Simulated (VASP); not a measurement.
A run of VASP 6.6.1:

INCAR

```
PREC = Accurate
ENCUT = 520
EDIFF = 1E-6
ISMEAR = 0
SIGMA = 0.15
LREAL = F
LASPH = T
NELM = 100
ALGO = Normal
ISIF = 2
LWAVE = F
LCHARG = F
GGA = PE
IVDW = 12
NBANDS = 10
```

The input KPOINTS:

```
Automatic mesh
0
Gamma
  24 24 12
```

File POSCAR:

```
Li
1.0
    2.9531606636      0.0000000000      0.0000000000
   -1.4765803318      2.5575121562      0.0000000000
    0.0000000000      0.0000000000      4.8440824030
Li
2
Direct
    0.3333333333      0.6666666667      0.2500000000
    0.6666666667      0.3333333333      0.7500000000
```

Potentials or basis: VASP PAW PBE potentials, release 64 (Li_sv).

Launch:

```bash
$ cat potpaw_PBE.64/Li_sv/POTCAR > POTCAR
$ mpirun -np 1 vasp_std > vasp.out
```

Hardware: 1 thread of AMD EPYC 9R45 96-Core Processor (Zen 5), with other jobs on the host.

Task: Estimate the wall time of this run.

Result: Run time: 50 s on 1 thread of AMD EPYC 9R45 96-Core Processor (Zen 5), with other jobs on the host, peak memory 0.22 GiB. Counts: scf iterations 11, k points 427.
